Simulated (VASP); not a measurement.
Write the native input for VASP 6.6.1 that does the following.

- Task: relaxation of cell and atoms
- Functional: revPBE
- Potentials or basis: VASP PAW PBE potentials, release 64 (Rh_pv)
- Cutoff: 600 eV
- k mesh: 12 × 12 × 12
- Occupations: fermi-dirac, width 0.05 eV
- Spin: no spin polarisation
- Dipole correction: no
- Further INCAR settings: ALGO = Normal; EDIFF = 1e-06; IBRION = 2; EDIFFG = -0.005; NSW = 80; ISIF = 3

The structure of Rh lies in POSCAR:

```
Rh
1.0
    0.0000000000      1.8978500000      1.8978500000
    1.8978500000      0.0000000000      1.8978500000
    1.8978500000      1.8978500000      0.0000000000
Rh
1
Direct
    0.0000000000      0.0000000000      0.0000000000
```

One way to write it, as run:

INCAR

```
PREC = Accurate ; ENCUT = 600
EDIFF = 1E-6 ; ISMEAR = -1
SIGMA = 0.05 ; LREAL = False
LASPH = True ; NELM = 80
ALGO = Normal ; ISIF = 3
LWAVE = False ; LCHARG = False
GGA = RE ; IBRION = 2
NSW = 80 ; EDIFFG = -0.005
```

KPOINTS

```
regular mesh
0
Gamma
  12 12 12
```

Potentials or basis: VASP PAW PBE potentials, release 64 (Rh_pv).

Run with:

```console
$ cat potpaw_PBE.64/Rh_pv/POTCAR > POTCAR
$ mpirun -np 1 vasp_std > vasp.out
```

Results of the run:

```
Relaxed volume                        : 14.22 Å³/atom
Relaxed cell                          : a = 2.719 Å, b = 2.719 Å, c = 2.719 Å, α = 60.00°, β = 60.00°, γ = 60.00°
Space group after relaxing (to 0.1 Å) : Fm-3m (No. 225)
Energy gained by relaxing             : 17.4 meV/atom
Ionic steps                           : 4
Pressure after relaxing               : 0.0 GPa
Band gap on the k mesh                : zero (an odd number of electrons rules out a gap without spin polarisation)
```

Caveat: the PAW data sets were made with another functional, which shifts forces and pressure a little.

Run time: 20 s on 1 thread of Intel(R) Xeon(R) Platinum 8488C (Sapphire Rapids) (shared host), peak memory 0.15 GiB.
